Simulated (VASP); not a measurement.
Set up this calculation in VASP 6.6.1, as the native input.

| Quantity | Value |
| --- | --- |
| Task | single point |
| Functional | PBEsol |
| Potentials or basis | VASP PAW PBE potentials, release 64 (Zn) |
| Cutoff | 520 eV |
| k mesh | 24 × 24 × 12 |
| Occupations | gaussian, width 0.1 eV |
| Spin | no spin polarisation |
| Dipole correction | no |
| Further INCAR settings | ALGO = Fast; EDIFF = 1e-07; NBANDS = 19 |

The structure of Zn lies in POSCAR:

```
Zn
1.0
    2.5927030185      0.0000000000      0.0000000000
   -1.2963515092      2.2453466785      0.0000000000
    0.0000000000      0.0000000000      4.8947193964
Zn
2
Direct
    0.3333333333      0.6666666667      0.2500000000
    0.6666666667      0.3333333333      0.7500000000
```

These files were run (other wordings do the same):

INCAR

```
PREC = Accurate
ENCUT = 520
EDIFF = 1E-7
ISMEAR = 0
SIGMA = 0.1
LREAL = F
LASPH = T
NELM = 100
ALGO = Fast
ISIF = 2
LWAVE = F
LCHARG = F
GGA = PS
NBANDS = 19
```

KPOINTS

```
Automatic mesh
0
Gamma
  24 24 12
```

Potentials or basis: VASP PAW PBE potentials, release 64 (Zn).

Run with:

```bash
$ cat potpaw_PBE.64/Zn/POTCAR > POTCAR
$ mpirun -np 1 vasp_std > vasp.out
```

It gave:

| Item | Value |
| --- | --- |
| Pressure | 0.5 GPa |
| Band gap on the k mesh | zero (band 12 reaches 4.93 eV, above the bottom of band 13 at 0.24 eV) |

Caveat: the PAW data sets were made with another functional, which shifts forces and pressure a little.

Wall time 3.3 min on 1 thread of Intel(R) Xeon(R) Platinum 8259CL CPU @ 2.50GHz (Skylake/Cascade Lake) (shared host), peak memory 0.29 GiB.
